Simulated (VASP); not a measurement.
# MgS (Fm-3m) in VASP: settings compared, part 2 of 2

VASP 6.6.1. Earlier steps stand in the parts before.

**3. Dielectric tensor, PBEsol**

INCAR

```
ALGO = Normal
EDIFF = 1E-8
ENCUT = 520
GGA = PS
ISIF = 2
ISMEAR = 0
LASPH = T
LCHARG = F
LEPSILON = T
LREAL = F
LWAVE = F
NELM = 80
PREC = Accurate
SIGMA = 0.01
```

KPOINTS

```
k-points
0
Gamma
  9 9 9
```

POSCAR

```
MgS
1.0
    0.0000000000      2.6016500000      2.6016500000
    2.6016500000      0.0000000000      2.6016500000
    2.6016500000      2.6016500000      0.0000000000
S Mg
1 1
Direct
    0.5000000000      0.5000000000      0.5000000000
    0.0000000000      0.0000000000      0.0000000000
```

Potentials or basis: VASP PAW PBE potentials, release 64 (S, Mg).

Launch:

```sh
> cat potpaw_PBE.64/S/POTCAR potpaw_PBE.64/Mg/POTCAR > POTCAR
> mpirun -np 1 vasp_std > vasp.out
```

OUTCAR:

```text
EDIFF = 1E-8
   ENCUT = 520
   GGA = PS
   ISIF = 2
   ISMEAR = 0
   LASPH = T
   LEPSILON = T
   LREAL = F
   NELM = 80
   PREC = Accurate

 ion  position               nearest neighbor table
   1  0.500  0.500  0.500-   2 2.60   2 2.60   2 2.60   2 2.60   2 2.60   2 2.60
   2  0.000  0.000  0.000-   1 2.60   1 2.60   1 2.60   1 2.60   1 2.60   1 2.60

  LATTYP: Found a face centered cubic cell.
 ALAT       =     5.2033000000

  Lattice vectors:

 A1 = (   0.0000000000,   2.6016500000,   2.6016500000)
 A2 = (   2.6016500000,   0.0000000000,   2.6016500000)
 A3 = (   2.6016500000,   2.6016500000,   0.0000000000)

Analysis of symmetry for initial positions (statically):
=====================================================================
 Subroutine PRICEL returns:
 Original cell was already a primitive cell.

 Routine SETGRP: Setting up the symmetry group for a
 face centered cubic supercell.

 Subroutine GETGRP returns: Found 48 space group operations
 (whereof 48 operations were pure point group operations)
 out of a pool of 48 trial point group operations.

The static configuration has the point symmetry O_h .

Analysis of symmetry for dynamics (positions and initial velocities):
=====================================================================
 Subroutine PRICEL returns:
 Original cell was already a primitive cell.

 Routine SETGRP: Setting up the symmetry group for a
 face centered cubic supercell.

 Subroutine GETGRP returns: Found 48 space group operations
 (whereof 48 operations were pure point group operations)
 out of a pool of 48 trial point group operations.

The dynamic configuration has the point symmetry O_h .

 Subroutine INISYM returns: Found 48 space group operations
 (whereof 48 operations are pure point group operations),
 and found     1 'primitive' translations

----------------------------------------------------------------------------------------

                                     Primitive cell

  volume of cell :      35.2190

  direct lattice vectors                    reciprocal lattice vectors
     0.000000000  2.601650000  2.601650000    -0.192185728  0.192185728  0.192185728
     2.601650000  0.000000000  2.601650000     0.192185728 -0.192185728  0.192185728
     2.601650000  2.601650000  0.000000000     0.192185728  0.192185728 -0.192185728

  length of vectors
     3.679288715  3.679288715  3.679288715     0.332875446  0.332875446  0.332875446

  position of ions in fractional coordinates (direct lattice)
     0.500000000  0.500000000  0.500000000
     0.000000000  0.000000000  0.000000000

  ion indices of the primitive-cell ions
   primitive index   ion index
                 1           1
                 2           2

----------------------------------------------------------------------------------------

[... 372 lines left out ...]
  band No.  band energies     occupation
      1      -7.3716      2.00000
      2      -0.4885      2.00000
      3       2.0056      2.00000
      4       2.0056      2.00000
      5       6.5093      0.00000
      6       7.9811      0.00000
      7      15.1932      0.00000
      8      16.3767      0.00000

 [... further k-points ...]

  FORCE on cell =-STRESS in cart. coord.  units (eV):
  Direction    XX          YY          ZZ          XY          YZ          ZX
  --------------------------------------------------------------------------------------
  -------------------------------------------------------------------------------------
  Total       -0.2496878     -0.2496878     -0.2496878      0.0000000      0.0000000      0.0000000
  in kB      -11.3587688    -11.3587688    -11.3587688      0.0000000      0.0000000      0.0000000
  external PRESSURE =     -11.3587688 kB  Pullay stress =       0.0000000 kB

 VOLUME and BASIS-vectors are now :
 -----------------------------------------------------------------------------
  energy-cutoff  :      520.00
  volume of cell :       35.22
      direct lattice vectors                 reciprocal lattice vectors
     0.000000000  2.601650000  2.601650000    -0.192185728  0.192185728  0.192185728
     2.601650000  0.000000000  2.601650000     0.192185728 -0.192185728  0.192185728
     2.601650000  2.601650000  0.000000000     0.192185728  0.192185728 -0.192185728

 POSITION                                       TOTAL-FORCE (eV/Angst)
 -----------------------------------------------------------------------------------
      2.60165      2.60165      2.60165         0.000000     -0.000000      0.000000
      0.00000      0.00000      0.00000        -0.000000      0.000000     -0.000000
 -----------------------------------------------------------------------------------
    total drift:                                0.000000      0.000000      0.000000

  FREE ENERGIE OF THE ION-ELECTRON SYSTEM (eV)
  ---------------------------------------------------
  free  energy   TOTEN  =        -9.0735227918 eV

  energy  without entropy=       -9.0735227918  energy(sigma->0) =       -9.07352279

 HEAD OF MICROSCOPIC STATIC DIELECTRIC TENSOR (INDEPENDENT PARTICLE, excluding Hartree and local field effects)
 ------------------------------------------------------
           6.084444    -0.000000    -0.000000
          -0.000000     6.084444    -0.000000
           0.000000     0.000000     6.084444
 ------------------------------------------------------

 Free energy of the ion-electron system (eV)
  ---------------------------------------------------
  ---------------------------------------------------
  free energy    TOTEN  =        -0.47829486 eV

  energy without entropy =       -0.47829486

------------------------ aborting loop because EDIFF is reached ----------------------------------------

--------------------------------------- Ionic step        2  -------------------------------------------

------------------------ aborting loop because EDIFF is reached ----------------------------------------

--------------------------------------- Ionic step        3  -------------------------------------------

 Free energy of the ion-electron system (eV)
  ---------------------------------------------------
  ---------------------------------------------------
  free energy    TOTEN  =        -0.47829488 eV

  energy without entropy =       -0.47829488

------------------------ aborting loop because EDIFF is reached ----------------------------------------

 PIEZOELECTRIC TENSOR FIELD DIRECTION 3  (e Angst)
 -----------------------------------------------------------------------------
    -0.00005  0.00000  0.00000           (  0.00001  0.00000  0.00000)
     0.00000 -0.00005 -0.00000           (  0.00000  0.00001  0.00000)
     0.00000 -0.00000 -0.00149           (  0.00000  0.00000  0.00000)

 PIEZOELECTRIC TENSOR FIELD DIRECTION 3  (C/m^2)
 -----------------------------------------------------------------------------
    -0.00002  0.00000  0.00000
     0.00000 -0.00002 -0.00000
     0.00000 -0.00000 -0.00068

 MACROSCOPIC STATIC DIELECTRIC TENSOR (including local field effects in DFT)
 ------------------------------------------------------
           5.497152     0.000000     0.000000
           0.000000     5.497152     0.000000
           0.000000     0.000000     5.497152
 ------------------------------------------------------

 PIEZOELECTRIC TENSOR (including local field effects)  for field in x, y, z        (e  Angst)
          XX          YY          ZZ          XY          YZ          ZX
  --------------------------------------------------------------------------------
  x     0.00000     0.00000     0.00000     0.00000     0.00000     0.00000
  y     0.00000     0.00000     0.00000     0.00000     0.00000     0.00000
  z     0.00000     0.00000     0.00000     0.00000     0.00000     0.00000

 PIEZOELECTRIC TENSOR (including local field effects)  for field in x, y, z        (C/m^2)
          XX          YY          ZZ          XY          YZ          ZX
  --------------------------------------------------------------------------------
  x     0.00000     0.00000     0.00000     0.00000     0.00000     0.00000
  y     0.00000     0.00000     0.00000     0.00000     0.00000     0.00000
  z     0.00000     0.00000     0.00000     0.00000     0.00000     0.00000

 BORN EFFECTIVE CHARGES (including local field effects) (in |e|, cummulative output)
 ---------------------------------------------------------------------------------
 ion    1
    1    -2.31733     0.00000     0.00000
    2    -0.00000    -2.31733     0.00000
    3     0.00000    -0.00000    -2.31733
 ion    2
    1     2.31733     0.00000    -0.00000
    2     0.00000     2.31733     0.00000
    3     0.00000     0.00000     2.31733
```

Wall time 3.7 min (1 thread of Intel Xeon 8259CL, shared host); peak memory 0.21 GiB.

Results:

```yaml
Band_gap_on_the_k_mesh: 2.83 eV (least direct gap 3.59 eV)
Electronic_dielectric_tensor_diagonal: 5.50
Born_charges_mean_of_the_diagonal: S -2.32; Mg +2.32 e
```

Levels at points of the mesh, in eV from the valence-band top:
```
           k point  band 1  band 2  band 3  band 4  band 5  band 6  band 7  band 8
(0.00, 0.00, 0.00)  -12.68    0.00    0.00    0.00    3.59    7.85    7.85    7.85
```

Electronic dielectric tensor:
```
5.50 0.00 0.00
0.00 5.50 0.00
0.00 0.00 5.50
```

Born effective charge tensors (e):
atom 1, S
```
-2.32  0.00  0.00
 0.00 -2.32  0.00
 0.00  0.00 -2.32
```
atom 2, Mg
```
2.32 0.00 0.00
0.00 2.32 0.00
0.00 0.00 2.32
```

Caveat: the PAW data sets were made with another functional, which shifts forces and pressure a little; an odd mesh through Γ misses points on the zone boundary, where band edges can lie.
